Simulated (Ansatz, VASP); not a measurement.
# C: VASP beside Ansatz

Contents of INCAR:

```
SYSTEM = C
PREC = Accurate ; ENCUT = 600
EDIFF = 1E-6 ; ISMEAR = -1
SIGMA = 0.05 ; LREAL = .False.
LASPH = .True. ; NELM = 100
ALGO = Normal ; ISIF = 3
LWAVE = .False. ; LCHARG = .False.
GGA = RE ; IBRION = 2
NSW = 80 ; EDIFFG = -0.01
```

Contents of KPOINTS:

```
regular mesh
0
Gamma
  8 8 8
  0 0 0
```

The input POSCAR:

```
C
1.0
    0.0000000000      1.7834000000      1.7834000000
    1.7834000000      0.0000000000      1.7834000000
    1.7834000000      1.7834000000      0.0000000000
C
2
Direct
    0.5000000000      0.5000000000      0.5000000000
    0.7500000000      0.7500000000      0.7500000000
```

Input for Ansatz:

```yaml
crystal:
  lattice:
    - [0.0, 1.7834, 1.7834]
    - [1.7834, 0.0, 1.7834]
    - [1.7834, 1.7834, 0.0]
  atoms:
    - { symbol: C, position: [0.5, 0.5, 0.5] }
    - { symbol: C, position: [0.75, 0.75, 0.75] }
hamiltonian:
  xc: revpbe
  pseudopotentials:
    kind: paw
    azcp:
      C: "pseudopotentials/C.paw.azcp"
basis:
  ecutwfc: 420
  fft_grid_basis: typed
kpoints:
  mp_grid: { grid: [8, 8, 8], shift: [0, 0, 0] }
magnetization:
  spin_polarized: false
scf:
  occupations: { method: fermi_dirac, width: 0.05 }
relax:
  max_steps: 60
  f_tol: 0.01
  cell: {}
output:
  write_density: true
  write_potential: true
  elf: true
  volumetric_format: npy
```

Alike in both runs: task relaxation of cell and atoms; functional revPBE; k mesh 8 × 8 × 8; occupations fermi-dirac, width 0.05 eV; no spin polarisation.

```csv
,VASP,Ansatz
version,VASP 6.6.1,Ansatz 0.2.0
potentials or method,"VASP PAW PBE potentials, release 64 (C), cutoff 600 eV","plane waves (420 eV) with PAW, scalar-relativistic"
valence electrons in the cell,8,8
```

|  | VASP | Ansatz | Ansatz less VASP |
| --- | --- | --- | --- |
| gap on the k mesh at the Fermi level, each at its own relaxed structure (eV) | 4.09 | 4.10 | +0.009 |
| relaxed volume (Å³/atom) | 5.75 | 5.76 | +0.002 |
| relaxed cell length with the largest relative difference (Å) | 2.534 | 2.535 | +0.0003 |

VASP's potentials were made for PBE, not for revPBE.
